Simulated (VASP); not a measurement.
# MnO (Fm-3m) in VASP: further runs

The runs below take MnO through single point, with LDA+U.

All numbers are computed with VASP 6.6.1; they aren't measurements. Logs are shortened: lines on timing, memory, paths and dates and some standing lists are left out, and cuts for length are marked.

## Step 1: The cell of the first run

It takes space group Fm-3m (No. 225, cubic). Conventional cell: a = 4.444 Å, b = 4.444 Å, c = 4.444 Å, α = 90.00°, β = 90.00°, γ = 90.00°. Mn (site symmetry m-3m) has 6 O at 2.22 Å within 2.9 Å. Within 2.9 Å of O (site symmetry m-3m) lie 6 Mn at 2.22 Å.

## Step 2: Single point, LDA+U, collinear spin, ferromagnetic start

INCAR reads:

```
SYSTEM = MnO
ALGO = Normal ; EDIFF = 1E-6
ENCUT = 700 ; GGA_COMPAT = .FALSE.
ISIF = 2 ; ISMEAR = 0
ISPIN = 2 ; LASPH = .TRUE.
LCHARG = .TRUE. ; LDAU = .TRUE.
LDAUJ = 0.7 0 ; LDAUL = 2 -1
LDAUPRINT = 1 ; LDAUTYPE = 1
LDAUU = 4 0 ; LELF = .TRUE.
LMAXMIX = 4 ; LORBIT = 11
LREAL = .FALSE. ; LVHAR = .TRUE.
LWAVE = .FALSE. ; MAGMOM = 5 0
NBANDS = 22 ; NELM = 200
PREC = Accurate ; SIGMA = 0.05
```

KPOINTS reads:

```
k-points
0
G
  7 7 7
  0 0 0
```

POSCAR reads:

```
MnO
1.0
    0.0000000000      2.2220003300      2.2220003300
    2.2220003300      0.0000000000      2.2220003300
    2.2220003300      2.2220003300      0.0000000000
Mn O
1 1
Direct
    0.0000000000      0.0000000000      0.0000000000
    0.5000000000      0.5000000000      0.5000000000
```

Potentials or basis: VASP PAW LDA potentials, release 64 (Mn_sv, O).

Run with:

```bash
> cat potpaw_LDA.64/Mn_sv/POTCAR potpaw_LDA.64/O/POTCAR > POTCAR
> mpirun -np 1 vasp_std > vasp.out
```

OUTCAR:

```text
SYSTEM = MnO
   EDIFF = 1E-6
   ENCUT = 700
   ISIF = 2
   ISMEAR = 0
   ISPIN = 2
   LASPH = .TRUE.
   LORBIT = 11
   LREAL = .FALSE.
   NELM = 200
   PREC = Accurate

 ion  position               nearest neighbor table
   1  0.000  0.000  0.000-   2 2.22   2 2.22   2 2.22   2 2.22   2 2.22   2 2.22
   2  0.500  0.500  0.500-   1 2.22   1 2.22   1 2.22   1 2.22   1 2.22   1 2.22

  LATTYP: Found a face centered cubic cell.
 ALAT       =     4.4440006600

  Lattice vectors:

 A1 = (   0.0000000000,   2.2220003300,   2.2220003300)
 A2 = (   2.2220003300,   0.0000000000,   2.2220003300)
 A3 = (   2.2220003300,   2.2220003300,   0.0000000000)

Analysis of symmetry for initial positions (statically):
=====================================================================
 Subroutine PRICEL returns:
 Original cell was already a primitive cell.

 Routine SETGRP: Setting up the symmetry group for a
 face centered cubic supercell.

 Subroutine GETGRP returns: Found 48 space group operations
 (whereof 48 operations were pure point group operations)
 out of a pool of 48 trial point group operations.

The static configuration has the point symmetry O_h .

Analysis of symmetry for dynamics (positions and initial velocities):
=====================================================================
 Subroutine PRICEL returns:
 Original cell was already a primitive cell.

 Routine SETGRP: Setting up the symmetry group for a
 face centered cubic supercell.

 Subroutine GETGRP returns: Found 48 space group operations
 (whereof 48 operations were pure point group operations)
 out of a pool of 48 trial point group operations.

The dynamic configuration has the point symmetry O_h .

Analysis of structural, dynamic, and magnetic symmetry:
=====================================================================
 Subroutine PRICEL returns:
 Original cell was already a primitive cell.

 Routine SETGRP: Setting up the symmetry group for a
 face centered cubic supercell.

 Subroutine GETGRP returns: Found 48 space group operations
 (whereof 48 operations were pure point group operations)
 out of a pool of 48 trial point group operations.

The overall configuration has the point symmetry O_h .

 Subroutine INISYM returns: Found 48 space group operations
 (whereof 48 operations are pure point group operations),
 and found     1 'primitive' translations

----------------------------------------------------------------------------------------

                                     Primitive cell

  volume of cell :      21.9413

  direct lattice vectors                    reciprocal lattice vectors
     0.000000000  2.222000330  2.222000330    -0.225022469  0.225022469  0.225022469
     2.222000330  0.000000000  2.222000330     0.225022469 -0.225022469  0.225022469
     2.222000330  2.222000330  0.000000000     0.225022469  0.225022469 -0.225022469

  length of vectors
     3.142383002  3.142383002  3.142383002     0.389750349  0.389750349  0.389750349

  position of ions in fractional coordinates (direct lattice)
     0.000000000  0.000000000  0.000000000
     0.500000000  0.500000000  0.500000000

  ion indices of the primitive-cell ions
   primitive index   ion index
                 1           1
                 2           2

----------------------------------------------------------------------------------------

 KPOINTS: k-points

Automatic generation of k-mesh.
 Grid dimensions read from file:
 generate k-points for:    7    7    7

 Generating k-lattice:

  Cartesian coordinates                     Fractional coordinates (reciprocal lattice)
    -0.032146067  0.032146067  0.032146067     0.142857143  0.000000000  0.000000000
[... 65 lines left out ...]
   NELECT =      21.0000    total number of electrons
   NUPDOWN=      -1.0000    fix difference up-down
   EMIN   =  10.00;   EMAX   =-10.00  energy-range for DOS
   EFERMI =   0.00;   METHOD = LEGACY
   ISMEAR =     0;   SIGMA  =   0.05  broadening in eV -4-tet -1-fermi 0-gaus
   EFERMI_NEDOS =   21; number of points for ismear=-14 and -15
   IALGO  =     38    algorithm
   IMIX   =      4    mixing-type and parameters
     AMIX     =   0.40;   BMIX     =  1.00
     AMIX_MAG =   1.60;   BMIX_MAG =  1.00
  volume/ion in A,a.u.               =      10.97        74.03
  Fermi-wavevector in a.u.,A,eV,Ry     =   1.613345  3.048779 35.414344  2.602881
  Thomas-Fermi vector in A             =   2.708429
   LORBIT       =     11    0 simple, 1 ext, 2 COOP (PROOUT), +10 PAW based schemes
 LDA+U is selected, type is set to LDAUTYPE =  1
   angular momentum for each species LDAUL =     2   -1
   U (eV)           for each species LDAUU =   4.0  0.0
   J (eV)           for each species LDAUJ =   0.7  0.0
   GGA     = CA    functional components
   LHFCALC =     F    Hartree Fock is set to
   AEXX    =    0.0000 exact exchange contribution
   IVDW    =     0    specifies the selected vdW correction
   LEPSILON=     F    determine dielectric tensor
   LRPA    =     F    only Hartree local field effects (RPA)
 spin polarized calculation
 Gauss-broadening in eV      SIGMA  =   0.05
  energy-cutoff  :      700.00
  volume of cell :       21.94
 maximum number of plane-waves:       941
   NGX = 13   NGY = 13   NGZ = 13

atom =   1  type =  1  l = 2

 onsite density matrix

spin component  1

  0.9033  0.0000  0.0000 -0.0000 -0.0000
  0.0000  0.9033  0.0000  0.0000  0.0000
  0.0000  0.0000  0.9382  0.0000 -0.0000
 -0.0000  0.0000  0.0000  0.9033 -0.0000
 -0.0000  0.0000 -0.0000 -0.0000  0.9382

spin component  2

  0.0168  0.0000 -0.0000 -0.0000  0.0000
  0.0000  0.0168  0.0000  0.0000 -0.0000
 -0.0000  0.0000  0.0606 -0.0000  0.0000
 -0.0000  0.0000 -0.0000  0.0168  0.0000
  0.0000 -0.0000  0.0000  0.0000  0.0606

 occupancies and eigenvectors

  o =  0.0168  v =  0.0000  0.0000  0.0000  0.0000  0.0000 -0.0136  0.9999 -0.0000 -0.0046  0.0000      0.0000  0.0000  0.0000  0.0000  0.0000  0.0000  0.0000  0.0000  0.0000  0.0000
  o =  0.0168  v =  0.0000  0.0000  0.0000  0.0000  0.0000  0.9999  0.0136  0.0000  0.0048 -0.0000      0.0000  0.0000  0.0000  0.0000  0.0000  0.0000  0.0000  0.0000  0.0000  0.0000
  o =  0.0168  v =  0.0000  0.0000  0.0000  0.0000  0.0000  0.0049 -0.0045  0.0000 -1.0000  0.0000      0.0000  0.0000  0.0000  0.0000  0.0000  0.0000  0.0000  0.0000  0.0000  0.0000
  o =  0.0606  v =  0.0000  0.0000  0.0000  0.0000  0.0000 -0.0000  0.0000  1.0000  0.0000 -0.0065      0.0000  0.0000  0.0000  0.0000  0.0000  0.0000  0.0000  0.0000  0.0000  0.0000
  o =  0.0606  v =  0.0000  0.0000  0.0000  0.0000  0.0000  0.0000  0.0000  0.0065  0.0000  1.0000      0.0000  0.0000  0.0000  0.0000  0.0000  0.0000  0.0000  0.0000  0.0000  0.0000
  o =  0.9033  v =  0.0000  0.1393 -0.0000 -0.9903 -0.0000  0.0000  0.0000  0.0000  0.0000  0.0000      0.0000  0.0000  0.0000  0.0000  0.0000  0.0000  0.0000  0.0000  0.0000  0.0000
  o =  0.9033  v =  1.0000  0.0000  0.0000  0.0000  0.0000  0.0000  0.0000  0.0000  0.0000  0.0000      0.0000  0.0000  0.0000  0.0000  0.0000  0.0000  0.0000  0.0000  0.0000  0.0000
  o =  0.9033  v =  0.0000  0.9903  0.0000  0.1393  0.0000  0.0000  0.0000  0.0000  0.0000  0.0000      0.0000  0.0000  0.0000  0.0000  0.0000  0.0000  0.0000  0.0000  0.0000  0.0000
  o =  0.9382  v =  0.0000  0.0000  0.0738  0.0000 -0.9973  0.0000  0.0000  0.0000  0.0000  0.0000      0.0000  0.0000  0.0000  0.0000  0.0000  0.0000  0.0000  0.0000  0.0000  0.0000
  o =  0.9382  v =  0.0000  0.0000 -0.9973  0.0000 -0.0738  0.0000  0.0000  0.0000  0.0000  0.0000      0.0000  0.0000  0.0000  0.0000  0.0000  0.0000  0.0000  0.0000  0.0000  0.0000

 number of electron      21.0000009 magnetization       5.0000089

 Free energy of the ion-electron system (eV)
  ---------------------------------------------------
  ext. energy  EPLUGINS =         0.00000000
  ---------------------------------------------------
  free energy    TOTEN  =       -16.51129489 eV

  energy without entropy =      -16.51118684  energy(sigma->0) =      -16.51124086

 E-fermi :   8.5026     XC(G=0): -12.4076

 val. band max:        8.4273914171   @ k =   0.4286   0.0000   0.0000
 cond. band min:       8.5231267922   @ k =   0.0000   0.0000   0.0000
 fundamental gap:      0.0957353751
 Fermi energy:         8.5025791286

 spin component 1

 k-point     1 :       0.0000    0.0000    0.0000
  band No.  band energies     occupation
      1     -71.6601      1.00000
      2     -40.8741      1.00000
      3     -40.8741      1.00000
      4     -40.8741      1.00000
      5     -10.9290      1.00000
      6       4.6664      1.00000
[... 489 lines left out ...]
     21      35.2008      0.00000
     22      35.2666      0.00000
 Fermi energy:         8.5025791286

 spin component 2

 k-point     1 :       0.0000    0.0000    0.0000
  band No.  band energies     occupation
      1     -67.0229      1.00000
      2     -36.3552      1.00000
      3     -36.3552      1.00000
      4     -36.3552      1.00000
      5     -10.4443      1.00000
      6       5.7700      1.00000
[... 489 lines left out ...]
     21      36.2361      0.00000
     22      37.2518      0.00000

------------------------ aborting loop because EDIFF is reached ----------------------------------------

  FORCE on cell =-STRESS in cart. coord.  units (eV):
  Direction    XX          YY          ZZ          XY          YZ          ZX
  --------------------------------------------------------------------------------------
  -------------------------------------------------------------------------------------
  Total       -0.8971173     -0.8971173     -0.8971173      0.0000000      0.0000000      0.0000000
  in kB      -65.5084694    -65.5084694    -65.5084694      0.0000000      0.0000000      0.0000000
  external PRESSURE =     -65.5084694 kB  Pullay stress =       0.0000000 kB

 VOLUME and BASIS-vectors are now :
 -----------------------------------------------------------------------------
  energy-cutoff  :      700.00
  volume of cell :       21.94
      direct lattice vectors                 reciprocal lattice vectors
     0.000000000  2.222000330  2.222000330    -0.225022469  0.225022469  0.225022469
     2.222000330  0.000000000  2.222000330     0.225022469 -0.225022469  0.225022469
     2.222000330  2.222000330  0.000000000     0.225022469  0.225022469 -0.225022469

 POSITION                                       TOTAL-FORCE (eV/Angst)
 -----------------------------------------------------------------------------------
      0.00000      0.00000      0.00000        -0.000000     -0.000000     -0.000000
      2.22200      2.22200      2.22200         0.000000      0.000000      0.000000
 -----------------------------------------------------------------------------------
    total drift:                                0.000000      0.000000      0.000000

  FREE ENERGIE OF THE ION-ELECTRON SYSTEM (eV)
  ---------------------------------------------------
  free  energy   TOTEN  =       -16.5112948894 eV

  energy  without entropy=      -16.5111868370  energy(sigma->0) =      -16.51124086

 total charge

# of ion       s       p       d       tot
------------------------------------------
    1        2.120   6.014   4.735  12.869
    2        1.540   3.427   0.000   4.967
--------------------------------------------------
tot          3.660   9.441   4.735  17.836

 magnetization (x)

# of ion       s       p       d       tot
------------------------------------------
    1        0.020   0.013   4.397   4.430
    2        0.025   0.172   0.000   0.198
--------------------------------------------------
tot          0.045   0.185   4.397   4.628
```

Wall time 18 s (1 thread of Intel Xeon 6975P-C (Granite Rapids), shared host); peak memory 0.16 GiB.

Results:

- Free energy: -16.5113 eV
- Pressure: -6.6 GPa
- Band gap on the k mesh: 0.10 eV (least direct gap 2.61 eV)
- Net moment: 5.00 μB per cell
- Site moments: Mn +4.43; O +0.20 μB
- Valence electrons inside the program's atomic spheres: Mn 12.87; O 4.97

Levels at points of the mesh, in eV from the valence-band top:
Spin up:
```tsv
k point	band 9	band 10	band 11	band 12	band 13	band 14	band 15	band 16	band 17	band 18
(0.00, 0.00, 0.00)	-3.38	-3.38	-3.11	-3.11	-3.11	0.10	14.36	16.20	16.20	16.20
```
Spin down:
| k point | band 5 | band 6 | band 7 | band 8 | band 9 | band 10 | band 11 | band 12 |
| --- | --- | --- | --- | --- | --- | --- | --- | --- |
| (0.00, 0.00, 0.00) | -18.87 | -2.66 | -2.66 | -2.66 | 1.20 | 2.30 | 2.30 | 2.30 |

Eigenvalues of the final occupation matrices:
| site | spin | trace | eigenvalues |
| --- | --- | --- | --- |
| site 1 d | 1 | 4.59 | 0.90 0.90 0.90 0.94 0.94 |
| site 1 d | 2 | 0.17 | 0.02 0.02 0.02 0.06 0.06 |

Caveat: the cell stands under tension; semilocal functionals underestimate gaps, and a narrow one can read as zero; an odd mesh through Γ misses points on the zone boundary, where band edges can lie; a cell with one magnetic atom can't hold antiferromagnetic order, which such compounds often take.

(Continued in part 2 of 2.)
